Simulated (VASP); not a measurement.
Write the native input for VASP 6.6.1 that does the following.

* Task: relaxation of cell and atoms
* Functional: PBE
* Potentials or basis: VASP PAW PBE potentials, release 64 (Pr_3, Be, Si), 4f in core
* Cutoff: 600 eV
* k mesh: 4 × 4 × 4
* Occupations: gaussian, width 0.2 eV
* Spin: no spin polarisation
* Dipole correction: no
* Further INCAR settings: ALGO = Normal; EDIFF = 1e-07; IBRION = 2; EDIFFG = -0.08; NSW = 36; ISIF = 3

The structure of PrBe3Si lies in POSCAR:

```
PrBe3Si
1.0
    2.7145006200     -3.2450268500      0.0000000000
    2.7145006200      3.2450268500      0.0000000000
   -0.3096670500      0.0000000000      4.4448216000
Pr Be Si
1 3 1
Direct
    0.9165596100      0.9165596100      0.0086100400
    0.1643128100      0.6052865400      0.5006495300
    0.6052865400      0.1643128100      0.5006495300
    0.5159687100      0.5159687100      0.9233264800
    0.6601658800      0.6601658800      0.5202039900
```

The cell was generated, and may not be a known phase.

One way to write it, as run:

INCAR

```
SYSTEM = PrBe3Si
PREC = Accurate ; ENCUT = 600
EDIFF = 1E-7 ; ISMEAR = 0
SIGMA = 0.2 ; LREAL = .False.
LASPH = .True. ; NELM = 200
ALGO = Normal ; ISIF = 3
LWAVE = .False. ; LCHARG = .False.
GGA = PE ; IBRION = 2
NSW = 36 ; EDIFFG = -0.08
GGA_COMPAT = .False. ; NELMIN = 4
LMAXMIX = 6
```

KPOINTS

```
Automatic mesh
0
Gamma
  4 4 4
  0 0 0
```

Potentials or basis: VASP PAW PBE potentials, release 64 (Pr_3, Be, Si), 4f in core.

Run with:

```bash
$ cat potpaw_PBE.64/Pr_3/POTCAR potpaw_PBE.64/Be/POTCAR potpaw_PBE.64/Si/POTCAR > POTCAR
$ mpirun -np 1 vasp_std > vasp.out
```

It gave:

```json
{
  "Relaxed volume": "15.11 Å³/atom",
  "Relaxed cell": "a = 4.497 Å, b = 4.497 Å, c = 3.771 Å, α = 89.97°, β = 89.97°, γ = 82.24°",
  "Space group after relaxing (to 0.1 Å)": "Amm2 (No. 38)",
  "Energy gained by relaxing": "1004.3 meV/atom",
  "Ionic steps": "15",
  "Pressure after relaxing": "-0.1 GPa",
  "Largest force after relaxing": "0.054 eV/Å",
  "Band gap on the k mesh": "zero (an odd number of electrons rules out a gap without spin polarisation)"
}
```

Caveat: the k points lie up to 0.42 Å⁻¹ apart in the final cell, too coarse for converged energies and pressures of a metal; a cell axis changed by over 15 % at a fixed basis, so the end point is rough; spin-orbit coupling is left out, which moves the levels of the heavy elements; the 4f electrons are frozen in the core, so they carry no moment and show no levels; the relaxation stopped at a loose force limit of 0.08 eV/Å, so its end isn't a converged minimum.

Wall time 3.2 min on 1 thread of Intel(R) Xeon(R) 6975P-C (Granite Rapids) (shared host), peak memory 0.24 GiB.
